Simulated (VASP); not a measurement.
# MoS2 (P6_3/mmc) in VASP: notebook

The runs below take MoS2 through single point, with PBEsol.

Program: VASP 6.6.1. These are calculated values, not measurements. Logs are shortened: lines on timing, memory, paths and dates and some standing lists are left out, and cuts for length are marked.

**What was measured.**

From “Multiwavelength excitation Raman Scattering Analysis of bulk and 2 dimensional MoS2: Vibrational properties of atomically thin MoS2 layers”, 2015, arxiv:1506.03228, for a bulk crystal of MoS2 at 300 K: band gap 1.3 eV (indirect).

The runs below are set against these values where they give the same quantity.

## 1. The cell of the first run

The structure is hexagonal, space group P6_3/mmc (No. 194). Conventional cell: a = 3.298 Å, b = 3.298 Å, c = 11.408 Å, α = 90.00°, β = 90.00°, γ = 120.00°. Mo (site symmetry -6m2) has 6 S at 2.37 Å within 3.1 Å. S (site symmetry 3m) has 3 Mo at 2.37 Å and 1 S at 2.83 Å within 3.1 Å.

## 2. Single point, PBEsol (17.91 Å³/atom)

File INCAR:

```
SYSTEM = MoS2
PREC     = Accurate       ! precision mode
ENCUT    = 520            ! plane-wave cutoff, eV
EDIFF    = 1E-6           ! SCF threshold, eV
ISMEAR   = 1              ! smearing method
SIGMA    = 0.2            ! smearing width, eV
LREAL    = .FALSE.        ! projectors in reciprocal space
LASPH    = .TRUE.         ! aspherical terms in the spheres
NELM     = 100            ! most SCF steps
ALGO     = Normal         ! electronic algorithm
ISIF     = 2              ! what is computed and relaxed
LWAVE    = .FALSE.        ! write WAVECAR
LCHARG   = .FALSE.        ! write CHGCAR
GGA      = PS             ! functional
NBANDS   = 35             ! bands
```

File KPOINTS:

```
regular mesh
0
G
  12 12 4
  0 0 0
```

File POSCAR:

```
MoS2
1.0
    3.2978573516      0.0000000000      0.0000000000
   -1.6489286758      2.8560282446      0.0000000000
    0.0000000000      0.0000000000     11.4076183650
Mo S
2 4
Direct
    0.3333333333      0.6666666667      0.2500000000
    0.6666666667      0.3333333333      0.7500000000
    0.3333333333      0.6666666667      0.6259932117
    0.6666666667      0.3333333333      0.1259932117
    0.3333333333      0.6666666667      0.8740067883
    0.6666666667      0.3333333333      0.3740067883
```

Potentials or basis: VASP PAW PBE potentials, release 64 (Mo_sv, S).

Started as:

```bash
> cat potpaw_PBE.64/Mo_sv/POTCAR potpaw_PBE.64/S/POTCAR > POTCAR
> mpirun -np 1 vasp_std > vasp.out
```

OUTCAR:

```text
SYSTEM = MoS2
   PREC = Accurate
   ENCUT = 520
   EDIFF = 1E-6
   ISMEAR = 1
   LREAL = .FALSE.
   LASPH = .TRUE.
   NELM = 100
   ISIF = 2
   GGA = PS

 ion  position               nearest neighbor table
   1  0.333  0.667  0.250-   4 2.37   6 2.37   4 2.37   6 2.37   4 2.37   6 2.37
   2  0.667  0.333  0.750-   3 2.37   5 2.37   3 2.37   5 2.37   3 2.37   5 2.37
   3  0.333  0.667  0.626-   2 2.37   2 2.37   2 2.37
   4  0.667  0.333  0.126-   1 2.37   1 2.37   1 2.37
   5  0.333  0.667  0.874-   2 2.37   2 2.37   2 2.37
   6  0.667  0.333  0.374-   1 2.37   1 2.37   1 2.37

  LATTYP: Found a hexagonal cell.
 ALAT       =     3.2978573516
 C/A-ratio  =     3.4591000000

  Lattice vectors:

 A1 = (   3.2978573516,   0.0000000000,   0.0000000000)
 A2 = (  -1.6489286758,   2.8560282446,   0.0000000000)
 A3 = (   0.0000000000,   0.0000000000,  11.4076183650)

Analysis of symmetry for initial positions (statically):
=====================================================================
 Subroutine PRICEL returns:
 Original cell was already a primitive cell.

 Routine SETGRP: Setting up the symmetry group for a
 hexagonal supercell.

 Subroutine GETGRP returns: Found 24 space group operations
 (whereof 12 operations were pure point group operations)
 out of a pool of 24 trial point group operations.

The static configuration has the point symmetry D_3d.
 The point group associated with its full space group is D_6h.

Analysis of symmetry for dynamics (positions and initial velocities):
=====================================================================
 Subroutine PRICEL returns:
 Original cell was already a primitive cell.

 Routine SETGRP: Setting up the symmetry group for a
 hexagonal supercell.

 Subroutine GETGRP returns: Found 24 space group operations
 (whereof 12 operations were pure point group operations)
 out of a pool of 24 trial point group operations.

The dynamic configuration has the point symmetry D_3d.
 The point group associated with its full space group is D_6h.

 Subroutine INISYM returns: Found 24 space group operations
 (whereof 12 operations are pure point group operations),
 and found     1 'primitive' translations

----------------------------------------------------------------------------------------

                                     Primitive cell

  volume of cell :     107.4458

  direct lattice vectors                    reciprocal lattice vectors
     3.297857352  0.000000000  0.000000000     0.303227185  0.175068297  0.000000000
    -1.648928676  2.856028245  0.000000000     0.000000000  0.350136593  0.000000000
     0.000000000  0.000000000 11.407618365     0.000000000  0.000000000  0.087660717

  length of vectors
     3.297857352  3.297857352 11.407618365     0.350136593  0.350136593  0.087660717

  position of ions in fractional coordinates (direct lattice)
     0.333333333  0.666666667  0.250000000
     0.666666667  0.333333333  0.750000000
     0.333333333  0.666666667  0.625993212
     0.666666667  0.333333333  0.125993212
     0.333333333  0.666666667  0.874006788
     0.666666667  0.333333333  0.374006788

  ion indices of the primitive-cell ions
   primitive index   ion index
                 1           1
                 2           2
                 3           3
                 4           4
                 5           5
                 6           6

----------------------------------------------------------------------------------------

 KPOINTS: regular mesh

Automatic generation of k-mesh.
 Grid dimensions read from file:
 generate k-points for:   12   12    4

 Generating k-lattice:

  Cartesian coordinates                     Fractional coordinates (reciprocal lattice)
     0.025268932  0.014589025  0.000000000     0.083333333  0.000000000  0.000000000
     0.000000000  0.029178049  0.000000000     0.000000000  0.083333333  0.000000000
     0.000000000  0.000000000  0.021915179     0.000000000  0.000000000  0.250000000

  Length of vectors
     0.029178049  0.029178049  0.021915179

  Shift w.r.t. Gamma in fractional coordinates (k-lattice)
     0.000000000  0.000000000  0.000000000

 Subroutine IBZKPT returns following result:
 ===========================================

 Found     57 irreducible k-points:

 Following reciprocal coordinates:
            Coordinates               Weight
  0.000000  0.000000  0.000000      1.000000
  0.083333  0.000000  0.000000      6.000000
  0.166667  0.000000  0.000000      6.000000
  0.250000  0.000000  0.000000      6.000000
  0.333333  0.000000  0.000000      6.000000
  0.416667  0.000000  0.000000      6.000000
[... 16 lines left out ...]
  0.250000  0.000000  0.250000     12.000000
  0.333333  0.000000  0.250000     12.000000
 [... further k-points ...]
   k-points           NKPTS =     57   k-points in BZ     NKDIM =     57   number of bands    NBANDS=     35
   number of dos      NEDOS =    301   number of ions     NIONS =      6
   total plane-waves  NPLWV =  70560
   dimension x,y,z NGX =    28 NGY =   28 NGZ =   90
   dimension x,y,z NGXF=    56 NGYF=   56 NGZF=  180
   ions per type =               2   4
   NGX,Y,Z   is equivalent  to a cutoff of  14.11, 14.11, 13.12 a.u.
   NGXF,Y,Z  is equivalent  to a cutoff of  28.23, 28.23, 26.23 a.u.
 SYSTEM =  MoS2
   PREC   = accura    normal or accurate (medium, high low for compatibility)
   ISTART =      0    job   : 0-new  1-cont  2-samecut
   ICHARG =      2    charge: 1-file 2-atom 10-const
   ISPIN  =      1    spin polarized calculation?
   LNONCOLLINEAR =      F non collinear calculations
   LSORBIT =      F    spin-orbit coupling
   LASPH  =      T    aspherical Exc in radial PAW
   ENCUT  =  520.0 eV  38.22 Ry    6.18 a.u.   6.13  6.13 21.21*2*pi/ulx,y,z
   NELM   =    100;   NELMIN=  2; NELMDL= -5     # of ELM steps
   EDIFF  = 0.1E-05   stopping-criterion for ELM
   LREAL  =      F    real-space projection
[... 7 lines left out ...]
   TEBEG  =    0.0;   TEEND  =   0.0 temperature during run
   PSTRESS=    0.0 pullay stress
   NELECT =      52.0000    total number of electrons
   NUPDOWN=      -1.0000    fix difference up-down
   EMIN   =  10.00;   EMAX   =-10.00  energy-range for DOS
   EFERMI =   0.00;   METHOD = LEGACY
   ISMEAR =     1;   SIGMA  =   0.20  broadening in eV -4-tet -1-fermi 0-gaus
   EFERMI_NEDOS =   21; number of points for ismear=-14 and -15
   IALGO  =     38    algorithm
   IMIX   =      4    mixing-type and parameters
     AMIX     =   0.40;   BMIX     =  1.00
     AMIX_MAG =   1.60;   BMIX_MAG =  1.00
  volume/ion in A,a.u.               =      17.91       120.85
  Fermi-wavevector in a.u.,A,eV,Ry     =   1.285325  2.428911 22.477633  1.652059
  Thomas-Fermi vector in A             =   2.417466
   LORBIT       =      0    0 simple, 1 ext, 2 COOP (PROOUT), +10 PAW based schemes
   GGA     = PS    functional components
   LHFCALC =     F    Hartree Fock is set to
   AEXX    =    0.0000 exact exchange contribution
   IVDW    =     0    specifies the selected vdW correction
   LEPSILON=     F    determine dielectric tensor
   LRPA    =     F    only Hartree local field effects (RPA)
 non-spin polarized calculation
 Methfessel and Paxton  Order N= 1 SIGMA  =   0.20
  energy-cutoff  :      520.00
  volume of cell :      107.45
 maximum number of plane-waves:      2922
 NGX is ok and might be reduce to    28
   NGX = 13   NGY = 13   NGZ = 43

 number of electron      52.0000001 magnetization

 Free energy of the ion-electron system (eV)
  ---------------------------------------------------
  ext. energy  EPLUGINS =         0.00000000
  ---------------------------------------------------
  free energy    TOTEN  =       -46.10758718 eV

  energy without entropy =      -46.10770000  energy(sigma->0) =      -46.10762479

 E-fermi :   7.7582     XC(G=0): -10.9611

 val. band max:        7.7498204787   @ k =   0.0833   0.0000   0.0000
 cond. band min:       7.9134729743   @ k =   0.3333   0.2500   0.0000
 fundamental gap:      0.1636524956
 Fermi energy:         7.7582338316

 k-point     1 :       0.0000    0.0000    0.0000
  band No.  band energies     occupation
      1     -54.0601      2.00000
      2     -54.0600      2.00000
      3     -28.1787      2.00000
      4     -28.1784      2.00000
      5     -28.1437      2.00000
      6     -28.1437      2.00000
[... 27 lines left out ...]
     34      10.0909     -0.00000
     35      12.0815      0.00000

 k-point     2 :       0.0833    0.0000    0.0000
  band No.  band energies     occupation
      1     -54.0584      2.00000
      2     -54.0583      2.00000
      3     -28.1748      2.00000
      4     -28.1746      2.00000
      5     -28.1636      2.00000
      6     -28.1636      2.00000
[... 27 lines left out ...]
     34       9.9720     -0.00000
     35      12.4874      0.00000

 k-point     3 :       0.1667    0.0000    0.0000
  band No.  band energies     occupation
      1     -54.0537      2.00000
      2     -54.0537      2.00000
      3     -28.2175      2.00000
      4     -28.2175      2.00000
      5     -28.1643      2.00000
      6     -28.1641      2.00000
[... 27 lines left out ...]
     34      10.0448     -0.00000
     35      13.5546      0.00000
[... 723 lines left out ...]
 k-point    23 :       0.2500    0.0000    0.2500
  band No.  band energies     occupation
      1     -54.0474      2.00000
      2     -54.0474      2.00000
      3     -28.2905      2.00000
      4     -28.2904      2.00000
      5     -28.1769      2.00000
      6     -28.1769      2.00000
[... 27 lines left out ...]
     34      10.6211     -0.00000
     35      14.6030      0.00000

 k-point    24 :       0.3333    0.0000    0.2500
  band No.  band energies     occupation
      1     -54.0411      2.00000
      2     -54.0411      2.00000
      3     -28.3624      2.00000
      4     -28.3624      2.00000
      5     -28.1935      2.00000
      6     -28.1935      2.00000
[... 27 lines left out ...]
     34      11.1173     -0.00000
     35      13.8005      0.00000

 [... further k-points ...]

------------------------ aborting loop because EDIFF is reached ----------------------------------------

  FORCE on cell =-STRESS in cart. coord.  units (eV):
  Direction    XX          YY          ZZ          XY          YZ          ZX
  --------------------------------------------------------------------------------------
  -------------------------------------------------------------------------------------
  Total       -4.1347566     -4.1347566     11.5279016      0.0000000     -0.0000000      0.0000000
  in kB      -61.6554085    -61.6554085    171.8982662      0.0000000     -0.0000000      0.0000000
  external PRESSURE =      16.1958164 kB  Pullay stress =       0.0000000 kB

 VOLUME and BASIS-vectors are now :
 -----------------------------------------------------------------------------
  energy-cutoff  :      520.00
  volume of cell :      107.45
      direct lattice vectors                 reciprocal lattice vectors
     3.297857352  0.000000000  0.000000000     0.303227185  0.175068297  0.000000000
    -1.648928676  2.856028245  0.000000000     0.000000000  0.350136593  0.000000000
     0.000000000  0.000000000 11.407618365     0.000000000  0.000000000  0.087660717

 POSITION                                       TOTAL-FORCE (eV/Angst)
 -----------------------------------------------------------------------------------
     -0.00000      1.90402      2.85190        -0.000000     -0.000000      0.000000
      1.64893      0.95201      8.55571         0.000000      0.000000      0.000000
     -0.00000      1.90402      7.14109        -0.000000      0.000000     -1.780378
      1.64893      0.95201      1.43728         0.000000     -0.000000     -1.780378
     -0.00000      1.90402      9.97034        -0.000000      0.000000      1.780378
      1.64893      0.95201      4.26653         0.000000     -0.000000      1.780378
 -----------------------------------------------------------------------------------
    total drift:                               -0.000000      0.000000     -0.000000

  FREE ENERGIE OF THE ION-ELECTRON SYSTEM (eV)
  ---------------------------------------------------
  free  energy   TOTEN  =       -46.1075871808 eV

  energy  without entropy=      -46.1077000019  energy(sigma->0) =      -46.10762479
```

Wall time 12 min (1 thread of Intel Xeon 8259CL, shared host); peak memory 0.35 GiB.

Results:

```
Free energy            : -46.1076 eV
Pressure               : 1.6 GPa
Largest force          : 1.780 eV/Å
Band gap on the k mesh : zero (bands 26 and 27 overlap by 0.55 eV)
```

Forces in eV/Å, atoms in the order of the input:
```
Mo   0.000  0.000  0.000
Mo   0.000  0.000  0.000
S    0.000  0.000 -1.780
S    0.000  0.000 -1.780
S    0.000  0.000  1.780
S    0.000  0.000  1.780
```

Caveat: the stress differs along the axes, from -6 to 17 GPa; the PAW data sets were made with another functional, which shifts forces and pressure a little; this functional lacks dispersion, which binds layers or chains, so the pressure and a relaxed spacing across them are unreliable.

## 3. Single point, PBEsol (17.91 Å³/atom)

File INCAR:

```
SYSTEM = MoS2
PREC     = Accurate       ! precision mode
ENCUT    = 520            ! plane-wave cutoff, eV
EDIFF    = 1E-6           ! SCF threshold, eV
ISMEAR   = 1              ! smearing method
SIGMA    = 0.2            ! smearing width, eV
LREAL    = .False.        ! projectors in reciprocal space
LASPH    = .True.         ! aspherical terms in the spheres
NELM     = 100            ! most SCF steps
ALGO     = Normal         ! electronic algorithm
ISIF     = 2              ! what is computed and relaxed
LWAVE    = .False.        ! write WAVECAR
LCHARG   = .True.         ! write CHGCAR
GGA      = PS             ! functional
LELF     = .True.         ! ELF
LVHAR    = .True.       
NBANDS   = 35             ! bands
```

File KPOINTS:

```
Automatic mesh
0
Gamma
  12 12 4
  0 0 0
```

POSCAR: that of step 2 with these lines changed.

```diff
@@ -2,5 +2,5 @@
 1.0
-    3.2978573516      0.0000000000      0.0000000000
-   -1.6489286758      2.8560282446      0.0000000000
-    0.0000000000      0.0000000000     11.4076183650
+    3.2187969767      0.0000000000      0.0000000000
+   -1.6093984884      2.7875599514      0.0000000000
+    0.0000000000      0.0000000000     11.9748903924
 Mo S
```

Potentials or basis: VASP PAW PBE potentials, release 64 (Mo_sv, S).

Started as:

```bash
> cat potpaw_PBE.64/Mo_sv/POTCAR potpaw_PBE.64/S/POTCAR > POTCAR
> mpirun -np 1 vasp_std > vasp.out
```

It took 7.5 min on 1 thread of Intel Xeon 8259CL, shared host; peak memory 0.32 GiB.

Results (log left out):

| Property | Result |
| --- | --- |
| Free energy | -46.6991 eV |
| Pressure | 0.8 GPa |
| Largest force | 0.942 eV/Å |
| Band gap on the k mesh | 0.26 eV (least direct gap 1.38 eV) |

Forces on the atoms (eV/Å):
```
Mo   0.000  0.000  0.000
Mo   0.000  0.000  0.000
S    0.000  0.000 -0.942
S    0.000  0.000 -0.942
S    0.000  0.000  0.942
S    0.000  0.000  0.942
```

Stress tensor (GPa, compression positive):
```
-3.39  0.00  0.00
 0.00 -3.39  0.00
 0.00  0.00  9.18
```

Levels at points of the mesh, in eV from the valence-band top:
```tsv
k point	band 23	band 24	band 25	band 26	band 27	band 28	band 29	band 30
(0.00, 0.00, 0.00)	-2.88	-1.14	-1.13	0.00	1.65	1.65	1.66	1.66
(0.50, 0.00, 0.00)	-2.43	-2.24	-1.82	-1.59	0.98	1.04	1.48	1.65
(0.00, 0.00, 0.50)	-2.59	-2.59	-0.24	-0.24	1.65	1.65	1.65	1.65
(0.50, 0.00, 0.50)	-2.33	-2.33	-1.69	-1.69	1.01	1.01	1.57	1.57
```

Caveat: the stress differs along the axes, from -3 to 9 GPa; the PAW data sets were made with another functional, which shifts forces and pressure a little; this functional lacks dispersion, which binds layers or chains, so the pressure and a relaxed spacing across them are unreliable.

## 4. Against experiment

Step 3. Against the measured gap of MoS2, 1.3 eV (indirect; 300 K; “Multiwavelength excitation Raman Scattering Analysis of bulk and 2 dimensional MoS2: Vibrational properties of atomically thin MoS2 layers”, 2015, arxiv:1506.03228), the calculated 0.26 eV is off by -1.04 eV. So large a miss can be the level of theory's own, or it may mean another phase, state or a wrong row. Spin-orbit coupling on Mo is left out. The value is that of PBEsol on a finite k mesh, which can miss the band edges, without temperature or zero-point motion. Semilocal functionals fall short of measured gaps as a rule.

The gap in the log of VASP goes by the Fermi energy; the results here count the filled bands.